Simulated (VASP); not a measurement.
**K: single point with PBE**

Crystal: K.

```xyz
1
Lattice="-2.3542 2.3541 3.3201 2.3542 -2.3541 3.3201 2.3542 2.3541 -3.3201" Properties=species:S:1:pos:R:3 pbc="T T T"
K     0.0000    0.0000    3.3201
```

This isn't the form of K at room conditions, which is bcc.

```json
{
 "Program": "VASP 6.6.1",
 "Task": "single point",
 "Functional": "PBE",
 "Potentials or basis": "VASP PAW PBE potentials, release 64 (K_sv)",
 "Cutoff": "520 eV",
 "k mesh": "12 × 12 × 12",
 "Occupations": "gaussian, width 0.1 eV",
 "Spin": "no spin polarisation"
}
```

- Pressure: 0.0 GPa
- Band gap on the k mesh: zero (an odd number of electrons rules out a gap without spin polarisation)

Levels at points of the mesh, in eV from the Fermi level:
| k point | band 1 | band 2 | band 3 | band 4 | band 5 | band 6 | band 7 | band 8 | band 9 | band 10 |
| --- | --- | --- | --- | --- | --- | --- | --- | --- | --- | --- |
| (0.00, 0.00, 0.00) | -32.11 | -15.56 | -15.56 | -15.56 | -2.14 | 4.22 | 4.22 | 4.23 | 5.47 | 5.49 |
| (0.50, 0.00, 0.00) | -32.11 | -15.63 | -15.57 | -15.57 | 0.34 | 0.57 | 4.00 | 4.02 | 6.18 | 6.27 |
| (0.00, 0.50, 0.00) | -32.11 | -15.63 | -15.57 | -15.57 | 0.34 | 0.57 | 4.00 | 4.02 | 6.17 | 6.27 |
| (0.50, 0.50, 0.00) | -32.11 | -15.62 | -15.59 | -15.59 | 0.92 | 1.39 | 2.35 | 4.94 | 4.94 | 5.60 |
| (0.50, 0.50, 0.50) | -32.11 | -15.62 | -15.59 | -15.59 | 0.93 | 1.41 | 2.35 | 4.92 | 4.92 | 5.60 |

Run time: 3.1 min on 1 thread of Intel(R) Xeon(R) Platinum 8488C (Sapphire Rapids) (shared host), peak memory 0.34 GiB.
